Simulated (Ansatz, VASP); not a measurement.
## One calculation of K, two programs

File INCAR:

```
PREC = Accurate
ENCUT = 520
EDIFF = 1E-6
ISMEAR = -1
SIGMA = 0.1
LREAL = False
LASPH = True
NELM = 60
ALGO = Normal
ISIF = 2
LWAVE = False
LCHARG = False
GGA = RP
NBANDS = 10
```

KPOINTS

```
regular mesh
0
Gamma
  14 14 14
```

POSCAR

```
K
1.0
   -2.6055680457      2.6055680457      2.6055680457
    2.6055680457     -2.6055680457      2.6055680457
    2.6055680457      2.6055680457     -2.6055680457
K
1
Direct
    0.0000000000      0.0000000000      0.0000000000
```

Input for Ansatz:

```yaml
crystal:
  lattice:
    - [-2.6055680457, 2.6055680457, 2.6055680457]
    - [2.6055680457, -2.6055680457, 2.6055680457]
    - [2.6055680457, 2.6055680457, -2.6055680457]
  atoms:
    - { symbol: K, position: [0.0, 0.0, 0.0] }
hamiltonian:
  xc: rpbe
  pseudopotentials:
    kind: paw
    azcp:
      K: "pseudopotentials/K.paw.azcp"
basis:
  ecutwfc: 420
  fft_grid_basis: typed
kpoints:
  mp_grid: { grid: [14, 14, 14], shift: [0, 0, 0] }
magnetization:
  spin_polarized: false
scf:
  occupations: { method: fermi_dirac, width: 0.1 }
output:
  stress: true
```

Alike in both runs: task single point; functional RPBE; k mesh 14 × 14 × 14; occupations fermi-dirac, width 0.1 eV; no spin polarisation.

```csv
,VASP,Ansatz
version,VASP 6.6.1,Ansatz 0.2.0
potentials or method,"VASP PAW PBE potentials, release 64 (K_sv), cutoff 520 eV","plane waves (420 eV) with PAW, scalar-relativistic"
valence electrons in the cell,9,9
```

```tsv
	VASP	Ansatz	Ansatz less VASP
pressure (GPa)	0.5	0.5	+0.01
```

VASP's potentials were made for PBE, not for RPBE.
